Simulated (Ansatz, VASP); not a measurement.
## ScAlN2: VASP beside Ansatz

INCAR

```
SYSTEM = ScAlN2
  ALGO = Normal
  EDIFF = 1E-6
  ENCUT = 520
  GGA = PE
  ISIF = 2
  ISMEAR = 0
  LASPH = .TRUE.
  LCHARG = .TRUE.
  LELF = .TRUE.
  LREAL = .FALSE.
  LVHAR = .TRUE.
  LWAVE = .FALSE.
  NBANDS = 20
  NELM = 60
  PREC = Accurate
  SIGMA = 0.02
```

KPOINTS

```
k-points
0
G
  12 12 12
  0 0 0
```

POSCAR

```
ScAlN2
1.0
    1.5276657506      0.8819982324      4.9360877520
   -1.5276657506      0.8819982324      4.9360877520
    0.0000000000     -1.7639964647      4.9360877520
Sc Al N
1 1 2
Direct
    0.0000000000      0.0000000000      0.0000000000
    0.5000000000      0.5000000000      0.5000000000
    0.2435552767      0.2435552767      0.2435552767
    0.7564447233      0.7564447233      0.7564447233
```

Input for Ansatz:

```yaml
crystal:
  lattice:
    - [1.5276657506, 0.8819982324, 4.936087752]
    - [-1.5276657506, 0.8819982324, 4.936087752]
    - [0.0, -1.7639964647, 4.936087752]
  atoms:
    - { symbol: Sc, position: [0.0, 0.0, 0.0] }
    - { symbol: Al, position: [0.5, 0.5, 0.5] }
    - { symbol: "N", position: [0.2435552767, 0.2435552767, 0.2435552767] }
    - { symbol: "N", position: [0.7564447233, 0.7564447233, 0.7564447233] }
basis:
  ecutwfc: 420
kpoints:
  mp_grid: { grid: [12, 12, 12] }
  band_path:
    path:
      - [[0.0, 0.0, 0.0], [0.5, 0.5, 0.5], [0.8120481, 0.1879519, 0.5]]
      - [[0.5, -0.1879519, 0.1879519], [0.5, 0.0, 0.0], [0.0, 0.0, 0.0], [0.34397595, -0.34397595, 0.0]]
      - [[0.65602405, 0.0, 0.34397595], [0.5, 0.0, 0.5], [0.0, 0.0, 0.0]]
    npoints: 14
hamiltonian:
  xc: pbe
scf:
  occupations: { method: gaussian, width: 0.02 }
  n_extra_bands: 10
output:
  forces: true
  stress: true
  eigenvalues: true
  populations: true
  dos: { projected: true, de: 0.02, nscf_kmesh: { grid: [18, 18, 18] } }
  bader: true
  write_density: true
  write_potential: true
  elf: true
  volumetric_format: npy
```

Alike in both runs: task single point; functional PBE; k mesh 12 × 12 × 12; occupations gaussian, width 0.02 eV; no spin polarisation.

|  | VASP | Ansatz |
| --- | --- | --- |
| version | VASP 6.6.1 | Ansatz 0.2.0 |
| potentials or method | VASP PAW PBE potentials, release 64 (Sc_sv, Al, N), cutoff 520 eV | scalar-relativistic, plane waves, PAW |
| valence electrons in the cell | 24 | 24 |

```tsv
	VASP	Ansatz	Ansatz less VASP
gap on the k mesh at the Fermi level (eV)	0.78	0.80	+0.020
least direct gap on the mesh (eV)	2.60	2.62	+0.014
pressure (GPa)	0.6	0.0	-0.56
traceless stress, the component that is largest in VASP (GPa)	0.06	0.00	-0.056
rms of the force components (eV/Å)	0.029	0.000	-0.0295
```

Atom by atom the forces differ by 0.029 eV/Å (rms over components). The functional is the same, so the differences come from potentials, cutoffs and numerics.
